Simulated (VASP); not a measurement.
# Ca2Ge3N (P6/mmm) in VASP: a series of runs

The runs below take Ca2Ge3N through single point, relaxation of cell and atoms, with PBE.

Program: VASP 6.6.1. These are calculated values, not measurements. Logs are shortened: lines on timing, memory, paths and dates and some standing lists are left out, and cuts for length are marked.

## 1. The cell of the first run

Symmetry: P6/mmm, No. 191, hexagonal system. Conventional cell: a = 4.044 Å, b = 4.044 Å, c = 8.763 Å, α = 90.00°, β = 90.00°, γ = 120.00°. Within 3.1 Å of Ca (site symmetry -6m2) lie 3 Ca at 2.33 Å and 9 Ge at 2.33 to 2.89 Å. Within 2.3 Å of Ge (site symmetry 6mm) lie 1 Ge at 1.71 Å. Ge (site symmetry 6/mmm) has 2 Ge at 1.71 Å and 6 Ca at 2.33 Å within 2.4 Å. N (site symmetry 6/mmm) has 2 Ge at 2.67 Å within 3.5 Å.

The cell was built from a structure type or drawn by symmetry, and may not be a known phase.

## 2. Single point, PBE

The input, INCAR:

```
SYSTEM = Ca2Ge3N
  PREC = Accurate
  ENCUT = 520
  EDIFF = 1E-7
  ISMEAR = 0
  SIGMA = 0.1
  LREAL = .False.
  LASPH = .True.
  NELM = 60
  ALGO = Normal
  ISIF = 2
  LWAVE = .False.
  LCHARG = .True.
  GGA = PE
  LELF = .True.
  LVHAR = .True.
  NBANDS = 42
```

The input, KPOINTS:

```
Automatic mesh
0
Gamma
  6 6 2
  0 0 0
```

The input, POSCAR:

```
Ca2Ge3N
1.0
    4.0437377600      0.0000000000      0.0000000000
   -2.0218688800      3.5019796300      0.0000000000
    0.0000000000      0.0000000000      8.7632912400
Ca Ge N
2 3 1
Direct
    0.3333333300      0.6666666700      0.5000000000
    0.6666666700      0.3333333300      0.5000000000
    0.0000000000      0.0000000000      0.3052262900
    0.0000000000      0.0000000000      0.6947737100
    0.0000000000      0.0000000000      0.5000000000
    0.0000000000      0.0000000000      0.0000000000
```

Potentials or basis: VASP PAW PBE potentials, release 64 (Ca_sv, Ge_d, N).

Run with:

```console
$ cat potpaw_PBE.64/Ca_sv/POTCAR potpaw_PBE.64/Ge_d/POTCAR potpaw_PBE.64/N/POTCAR > POTCAR
$ mpirun -np 1 vasp_std > vasp.out
```

OUTCAR:

```text
SYSTEM = Ca2Ge3N
   PREC = Accurate
   ENCUT = 520
   EDIFF = 1E-7
   ISMEAR = 0
   LREAL = .False.
   LASPH = .True.
   NELM = 60
   ISIF = 2
   GGA = PE

 ion  position               nearest neighbor table
   1  0.333  0.667  0.500-   5 2.33   2 2.33   2 2.33   5 2.33   5 2.33   2 2.33   4 2.89   3 2.89
                             3 2.89   4 2.89   3 2.89   4 2.89
   2  0.667  0.333  0.500-   1 2.33   5 2.33   1 2.33   5 2.33   5 2.33   1 2.33   4 2.89   3 2.89
                             4 2.89   3 2.89   4 2.89   3 2.89
   3  0.000  0.000  0.305-   5 1.71   2 2.89   1 2.89   2 2.89   1 2.89   2 2.89   1 2.89
   4  0.000  0.000  0.695-   5 1.71   2 2.89   1 2.89   2 2.89   1 2.89   2 2.89   1 2.89
   5  0.000  0.000  0.500-   3 1.71   4 1.71   1 2.33   2 2.33   2 2.33   1 2.33   2 2.33   1 2.33

   6  0.000  0.000  0.000-

  LATTYP: Found a hexagonal cell.
 ALAT       =     4.0437377600
 C/A-ratio  =     2.1671264954

  Lattice vectors:

 A1 = (   4.0437377600,   0.0000000000,   0.0000000000)
 A2 = (  -2.0218688800,   3.5019796300,   0.0000000000)
 A3 = (   0.0000000000,   0.0000000000,   8.7632912400)

Analysis of symmetry for initial positions (statically):
=====================================================================
 Subroutine PRICEL returns:
 Original cell was already a primitive cell.

 Routine SETGRP: Setting up the symmetry group for a
 hexagonal supercell.

 Subroutine GETGRP returns: Found 24 space group operations
 (whereof 24 operations were pure point group operations)
 out of a pool of 24 trial point group operations.

The static configuration has the point symmetry D_6h.

Analysis of symmetry for dynamics (positions and initial velocities):
=====================================================================
 Subroutine PRICEL returns:
 Original cell was already a primitive cell.

 Routine SETGRP: Setting up the symmetry group for a
 hexagonal supercell.

 Subroutine GETGRP returns: Found 24 space group operations
 (whereof 24 operations were pure point group operations)
 out of a pool of 24 trial point group operations.

The dynamic configuration has the point symmetry D_6h.

 Subroutine INISYM returns: Found 24 space group operations
 (whereof 24 operations are pure point group operations),
 and found     1 'primitive' translations

----------------------------------------------------------------------------------------

                                     Primitive cell

  volume of cell :     124.0977

  direct lattice vectors                    reciprocal lattice vectors
     4.043737760  0.000000000  0.000000000     0.247295957  0.142776387  0.000000000
    -2.021868880  3.501979630  0.000000000     0.000000000  0.285552775  0.000000000
     0.000000000  0.000000000  8.763291240     0.000000000  0.000000000  0.114112378

  length of vectors
     4.043737760  4.043737763  8.763291240     0.285552775  0.285552775  0.114112378

  position of ions in fractional coordinates (direct lattice)
     0.333333330  0.666666670  0.500000000
     0.666666670  0.333333330  0.500000000
     0.000000000  0.000000000  0.305226290
     0.000000000  0.000000000  0.694773710
     0.000000000  0.000000000  0.500000000
     0.000000000  0.000000000  0.000000000

  ion indices of the primitive-cell ions
   primitive index   ion index
                 1           1
                 2           2
                 3           3
                 4           4
                 5           5
                 6           6

----------------------------------------------------------------------------------------

 KPOINTS: Automatic mesh

Automatic generation of k-mesh.
 Grid dimensions read from file:
 generate k-points for:    6    6    2

 Generating k-lattice:

  Cartesian coordinates                     Fractional coordinates (reciprocal lattice)
     0.041215993  0.023796065  0.000000000     0.166666667 -0.000000000  0.000000000
     0.000000000  0.047592129  0.000000000     0.000000000  0.166666667  0.000000000
     0.000000000  0.000000000  0.057056189     0.000000000  0.000000000  0.500000000

  Length of vectors
     0.047592129  0.047592129  0.057056189

  Shift w.r.t. Gamma in fractional coordinates (k-lattice)
     0.000000000  0.000000000  0.000000000

 Subroutine IBZKPT returns following result:
 ===========================================

 Found     14 irreducible k-points:

 Following reciprocal coordinates:
            Coordinates               Weight
  0.000000  0.000000  0.000000      1.000000
  0.166667  0.000000  0.000000      6.000000
  0.333333 -0.000000  0.000000      6.000000
  0.500000  0.000000  0.000000      3.000000
  0.166667  0.166667  0.000000      6.000000
  0.333333  0.166667  0.000000     12.000000
  0.333333  0.333333  0.000000      2.000000
  0.000000  0.000000  0.500000      1.000000
  0.166667  0.000000  0.500000      6.000000
  0.333333 -0.000000  0.500000      6.000000
  0.500000  0.000000  0.500000      3.000000
  0.166667  0.166667  0.500000      6.000000
  0.333333  0.166667  0.500000     12.000000
  0.333333  0.333333  0.500000      2.000000
   k-points           NKPTS =     14   k-points in BZ     NKDIM =     14   number of bands    NBANDS=     42
   number of dos      NEDOS =    301   number of ions     NIONS =      6
   total plane-waves  NPLWV =  63000
   dimension x,y,z NGX =    30 NGY =   30 NGZ =   70
   dimension x,y,z NGXF=    60 NGYF=   60 NGZF=  140
   ions per type =               2   3   1
   NGX,Y,Z   is equivalent  to a cutoff of  12.33, 12.33, 13.28 a.u.
   NGXF,Y,Z  is equivalent  to a cutoff of  24.67, 24.67, 26.56 a.u.
 SYSTEM =  Ca2Ge3N
   PREC   = accura    normal or accurate (medium, high low for compatibility)
   ISTART =      0    job   : 0-new  1-cont  2-samecut
   ICHARG =      2    charge: 1-file 2-atom 10-const
   ISPIN  =      1    spin polarized calculation?
   LNONCOLLINEAR =      F non collinear calculations
   LSORBIT =      F    spin-orbit coupling
   LASPH  =      T    aspherical Exc in radial PAW
   ENCUT  =  520.0 eV  38.22 Ry    6.18 a.u.   7.52  7.52 16.29*2*pi/ulx,y,z
   NELM   =     60;   NELMIN=  2; NELMDL= -5     # of ELM steps
   EDIFF  = 0.1E-06   stopping-criterion for ELM
   LREAL  =      F    real-space projection
   EDIFFG = 0.1E-05   stopping-criterion for IOM
   NSW    =      0    number of steps for IOM
   IBRION =     -1    ionic relax: 0-MD 1-quasi-New 2-CG
   NFREE  =      0    steps in history (QN), initial steepest desc. (CG)
   ISIF   =      2    stress and relaxation
   ISYM   =      2    0-nonsym 1-usesym 2-fastsym
   POTIM  = 0.5000    time-step for ionic-motion
   TEBEG  =    0.0;   TEEND  =   0.0 temperature during run
   PSTRESS=    0.0 pullay stress
   NELECT =      67.0000    total number of electrons
   NUPDOWN=      -1.0000    fix difference up-down
   EMIN   =  10.00;   EMAX   =-10.00  energy-range for DOS
   EFERMI =   0.00;   METHOD = LEGACY
   ISMEAR =     0;   SIGMA  =   0.10  broadening in eV -4-tet -1-fermi 0-gaus
   EFERMI_NEDOS =   21; number of points for ismear=-14 and -15
   IALGO  =     38    algorithm
   IMIX   =      4    mixing-type and parameters
     AMIX     =   0.40;   BMIX     =  1.00
     AMIX_MAG =   1.60;   BMIX_MAG =  1.00
  volume/ion in A,a.u.               =      20.68       139.58
  Fermi-wavevector in a.u.,A,eV,Ry     =   1.333046  2.519092 24.177713  1.777012
  Thomas-Fermi vector in A             =   2.461934
   LORBIT       =      0    0 simple, 1 ext, 2 COOP (PROOUT), +10 PAW based schemes
   GGA     = PE    functional components
   LHFCALC =     F    Hartree Fock is set to
   AEXX    =    0.0000 exact exchange contribution
   IVDW    =     0    specifies the selected vdW correction
   LEPSILON=     F    determine dielectric tensor
   LRPA    =     F    only Hartree local field effects (RPA)
 non-spin polarized calculation
 Gauss-broadening in eV      SIGMA  =   0.10
  energy-cutoff  :      520.00
  volume of cell :      124.10
 maximum number of plane-waves:      3374
   NGX = 15   NGY = 15   NGZ = 33

 number of electron      67.0000001 magnetization

 Free energy of the ion-electron system (eV)
  ---------------------------------------------------
  ext. energy  EPLUGINS =         0.00000000
  ---------------------------------------------------
  free energy    TOTEN  =         3.69724708 eV

  energy without entropy =        3.75680635  energy(sigma->0) =        3.72702672

 E-fermi :   3.0767     XC(G=0):  -9.2116

 val. band max:        3.0573887760   @ k =   0.3333   0.3333   0.5000
 cond. band min:       3.0774296782   @ k =   0.3333   0.1667   0.5000
 fundamental gap:      0.0200409022
 Fermi energy:         3.0766619983

 k-point     1 :       0.0000    0.0000    0.0000
  band No.  band energies     occupation
      1     -38.4653      2.00000
      2     -36.6737      2.00000
      3     -25.1122      2.00000
      4     -23.9709      2.00000
      5     -23.9709      2.00000
      6     -23.5832      2.00000
[... 34 lines left out ...]
     41       7.6976      0.00000
     42       7.6976      0.00000

 k-point     2 :       0.1667    0.0000    0.0000
  band No.  band energies     occupation
      1     -38.3683      2.00000
      2     -36.7954      2.00000
      3     -25.1149      2.00000
      4     -23.9773      2.00000
      5     -23.9714      2.00000
      6     -23.5377      2.00000
[... 34 lines left out ...]
     41       8.0562      0.00000
     42       8.1847      0.00000

 k-point     3 :       0.3333   -0.0000    0.0000
  band No.  band energies     occupation
      1     -38.1137      2.00000
      2     -37.0971      2.00000
      3     -25.1215      2.00000
      4     -23.9896      2.00000
      5     -23.9724      2.00000
      6     -23.4331      2.00000
[... 447 lines left out ...]
      4     -23.9917      2.00000
      5     -23.9766      2.00000
      6     -23.3732      2.00000
[... 34 lines left out ...]
     41       7.1553      0.00000
     42       8.5260      0.00000

 k-point    14 :       0.3333    0.3333    0.5000
  band No.  band energies     occupation
      1     -37.6213      2.00000
      2     -37.6213      2.00000
      3     -25.1310      2.00000
      4     -23.9857      2.00000
      5     -23.9857      2.00000
      6     -23.3160      2.00000
[... 34 lines left out ...]
     41       5.9082      0.00000
     42       8.1355      0.00000

------------------------ aborting loop because EDIFF is reached ----------------------------------------

  FORCE on cell =-STRESS in cart. coord.  units (eV):
  Direction    XX          YY          ZZ          XY          YZ          ZX
  --------------------------------------------------------------------------------------
  -------------------------------------------------------------------------------------
  Total       42.4748117     42.4748118     93.0365045      0.0000000      0.0000000      0.0000000
  in kB      548.3756976    548.3756987   1201.1579580      0.0000000      0.0000000      0.0000000
  external PRESSURE =     765.9697848 kB  Pullay stress =       0.0000000 kB

 VOLUME and BASIS-vectors are now :
 -----------------------------------------------------------------------------
  energy-cutoff  :      520.00
  volume of cell :      124.10
      direct lattice vectors                 reciprocal lattice vectors
     4.043737760  0.000000000  0.000000000     0.247295957  0.142776387  0.000000000
    -2.021868880  3.501979630  0.000000000     0.000000000  0.285552775  0.000000000
     0.000000000  0.000000000  8.763291240     0.000000000  0.000000000  0.114112378

 POSITION                                       TOTAL-FORCE (eV/Angst)
 -----------------------------------------------------------------------------------
     -0.00000      2.33465      4.38165        -0.000000     -0.000000      0.000000
      2.02187      1.16733      4.38165         0.000000      0.000000      0.000000
      0.00000      0.00000      2.67479        -0.000000      0.000000    -30.571588
      0.00000      0.00000      6.08850        -0.000000     -0.000000     30.571588
      0.00000      0.00000      4.38165        -0.000000     -0.000000      0.000000
      0.00000      0.00000      0.00000        -0.000000     -0.000000      0.000000
 -----------------------------------------------------------------------------------
    total drift:                                0.000000     -0.000000      0.000000

  FREE ENERGIE OF THE ION-ELECTRON SYSTEM (eV)
  ---------------------------------------------------
  free  energy   TOTEN  =         3.6972470796 eV

  energy  without entropy=        3.7568063537  energy(sigma->0) =        3.72702672
```

It took 1.9 min on 1 thread of Intel Xeon 6975P-C (Granite Rapids), shared host; peak memory 0.26 GiB.

What came out:

- Free energy: 3.6972 eV
- Pressure: 76.6 GPa
- Largest force: 30.572 eV/Å
- Band gap on the k mesh: zero (an odd number of electrons rules out a gap without spin polarisation)

Forces in eV/Å, atoms in the order of the input:
```
Ca    0.000   0.000   0.000
Ca    0.000   0.000   0.000
Ge    0.000   0.000 -30.572
Ge    0.000   0.000  30.572
Ge    0.000   0.000   0.000
N     0.000   0.000   0.000
```

Stress tensor (GPa, compression positive):
```
 54.84   0.00   0.00
  0.00  54.84   0.00
  0.00   0.00 120.12
```

Caveat: the cell stands under pressure; forces of over 1 eV/Å act on the atoms, so gaps and moduli don't describe the material at rest.

## 3. Single point, PBE

This run uses another cell than the first one, of 36.11 Å³/atom.

The input, INCAR:

```
SYSTEM = Ca2Ge3N
PREC = Accurate ; ENCUT = 520
EDIFF = 1E-6 ; ISMEAR = 0
SIGMA = 0.1 ; LREAL = .FALSE.
LASPH = .TRUE. ; NELM = 80
ALGO = Normal ; ISIF = 2
LWAVE = .FALSE. ; LCHARG = .TRUE.
GGA = PE ; LELF = .TRUE.
LVHAR = .TRUE. ; NBANDS = 42
```

The input, KPOINTS:

```
regular mesh
0
G
  6 6 2
  0 0 0
```

The input, POSCAR:

```
Ca2Ge3N
1.0
    5.4091149328      0.0000000000      0.0000000000
   -2.7045574664      4.6844309438      0.0000000000
    0.0000000000      0.0000000000      8.5514324891
Ca Ge N
2 3 1
Direct
    0.3333333333      0.6666666667      0.5000000000
    0.6666666667      0.3333333333      0.5000000000
    0.0000000000      0.0000000000      0.2039319299
    0.0000000000      0.0000000000      0.7960680701
    0.0000000000      0.0000000000      0.5000000000
    0.0000000000      0.0000000000      0.0000000000
```

Potentials or basis: VASP PAW PBE potentials, release 64 (Ca_sv, Ge_d, N).

Run with:

```console
$ cat potpaw_PBE.64/Ca_sv/POTCAR potpaw_PBE.64/Ge_d/POTCAR potpaw_PBE.64/N/POTCAR > POTCAR
$ mpirun -np 1 vasp_std > vasp.out
```

OUTCAR:

```text
SYSTEM = Ca2Ge3N
   PREC = Accurate
   ENCUT = 520
   EDIFF = 1E-6
   ISMEAR = 0
   LREAL = .FALSE.
   LASPH = .TRUE.
   NELM = 80
   ISIF = 2
   GGA = PE

 ion  position               nearest neighbor table
   1  0.333  0.667  0.500-   2 3.12   2 3.12   2 3.12
   2  0.667  0.333  0.500-   1 3.12   1 3.12   1 3.12
   3  0.000  0.000  0.204-   6 1.74   5 2.53
   4  0.000  0.000  0.796-   6 1.74   5 2.53
   5  0.000  0.000  0.500-   3 2.53   4 2.53
   6  0.000  0.000  0.000-   3 1.74   4 1.74

  LATTYP: Found a hexagonal cell.
[... 822 lines left out ...]
  -------------------------------------------------------------------------------------
  Total        0.4049735      0.4049735     -0.3205706      0.0000000      0.0000000     -0.0000000
  in kB        2.9944376      2.9944376     -2.3703491      0.0000000      0.0000000     -0.0000000
  external PRESSURE =       1.2061754 kB  Pullay stress =       0.0000000 kB

 VOLUME and BASIS-vectors are now :
 -----------------------------------------------------------------------------
  energy-cutoff  :      520.00
  volume of cell :      216.68
      direct lattice vectors                 reciprocal lattice vectors
     5.409114933  0.000000000  0.000000000     0.184873128  0.106736551  0.000000000
    -2.704557466  4.684430944  0.000000000     0.000000000  0.213473101  0.000000000
     0.000000000  0.000000000  8.551432489     0.000000000  0.000000000  0.116939472

 POSITION                                       TOTAL-FORCE (eV/Angst)
 -----------------------------------------------------------------------------------
     -0.00000      3.12295      4.27572        -0.000000      0.000000      0.000000
      2.70456      1.56148      4.27572         0.000000      0.000000      0.000000
      0.00000      0.00000      1.74391        -0.000000     -0.000000     -0.120944
      0.00000      0.00000      6.80752        -0.000000      0.000000      0.120944
      0.00000      0.00000      4.27572         0.000000      0.000000      0.000000
      0.00000      0.00000      0.00000         0.000000      0.000000      0.000000
 -----------------------------------------------------------------------------------
    total drift:                                0.000000     -0.000000      0.000000

  FREE ENERGIE OF THE ION-ELECTRON SYSTEM (eV)
  ---------------------------------------------------
  free  energy   TOTEN  =       -22.5495674474 eV

  energy  without entropy=      -22.5064125659  energy(sigma->0) =      -22.52799001
```

OSZICAR:

```text
N       E                     dE             d eps       ncg     rms          rms(c)
DAV:   1     0.732064689800E+03    0.73206E+03   -0.32898E+04  1428   0.271E+03
DAV:   2     0.104205964923E+03   -0.62786E+03   -0.61082E+03  1176   0.827E+02
DAV:   3    -0.145425566650E+02   -0.11875E+03   -0.11698E+03  1622   0.213E+02
DAV:   4    -0.253010234780E+02   -0.10758E+02   -0.10650E+02  1702   0.697E+01
DAV:   5    -0.261087965153E+02   -0.80777E+00   -0.80205E+00  1776   0.151E+01    0.115E+01
DAV:   6    -0.232028954353E+02    0.29059E+01   -0.23097E+01  1944   0.221E+01    0.670E+00
DAV:   7    -0.226444334991E+02    0.55846E+00   -0.46488E+00  1766   0.132E+01    0.325E+00
DAV:   8    -0.225618638635E+02    0.82570E-01   -0.56654E-01  1568   0.467E+00    0.148E+00
DAV:   9    -0.225443820305E+02    0.17482E-01   -0.14473E-01  1662   0.340E+00    0.465E-01
DAV:  10    -0.225477026220E+02   -0.33206E-02   -0.35537E-02  1664   0.136E+00    0.228E-01
DAV:  11    -0.225490045103E+02   -0.13019E-02   -0.69803E-03  1596   0.834E-01    0.710E-02
DAV:  12    -0.225493870895E+02   -0.38258E-03   -0.15673E-03  1510   0.474E-01    0.304E-02
DAV:  13    -0.225495519974E+02   -0.16491E-03   -0.57401E-04  1668   0.156E-01    0.107E-02
DAV:  14    -0.225495614230E+02   -0.94256E-05   -0.35476E-05  1692   0.906E-02    0.554E-03
DAV:  15    -0.225495669884E+02   -0.55654E-05   -0.18035E-05  1468   0.395E-02    0.280E-03
DAV:  16    -0.225495674474E+02   -0.45900E-06   -0.57644E-06  1328   0.388E-02
   1 F= -.22549567E+02 E0= -.22527990E+02  d E =-.431549E-01
```

stdout:

```text
POSCAR found type information on POSCAR CaGeN
 POSCAR found :  3 types and       6 ions
 scaLAPACK will be used
 LDA part: xc-table for (Slater+PW92), standard interpolation
 POSCAR, INCAR and KPOINTS ok, starting setup
 FFT: planning ... GRIDC
 FFT: planning ... GRID_SOFT
 FFT: planning ... GRID
 WAVECAR not read
 entering main loop
```

It took 89 s on 1 thread of Intel Xeon 6975P-C (Granite Rapids), shared host; peak memory 0.37 GiB.

What came out:

```
Free energy            : -22.5496 eV
Pressure               : 0.1 GPa
Largest force          : 0.121 eV/Å
Band gap on the k mesh : zero (an odd number of electrons rules out a gap without spin polarisation)
```

Forces in eV/Å, atoms in the order of the input:
```
Ca   0.000  0.000  0.000
Ca   0.000  0.000  0.000
Ge   0.000  0.000 -0.121
Ge   0.000  0.000  0.121
Ge   0.000  0.000  0.000
N    0.000  0.000  0.000
```

Caveat: the k points lie up to 0.37 Å⁻¹ apart, too coarse for converged energies and pressures of a metal.

(Continued in part 2 of 2.)
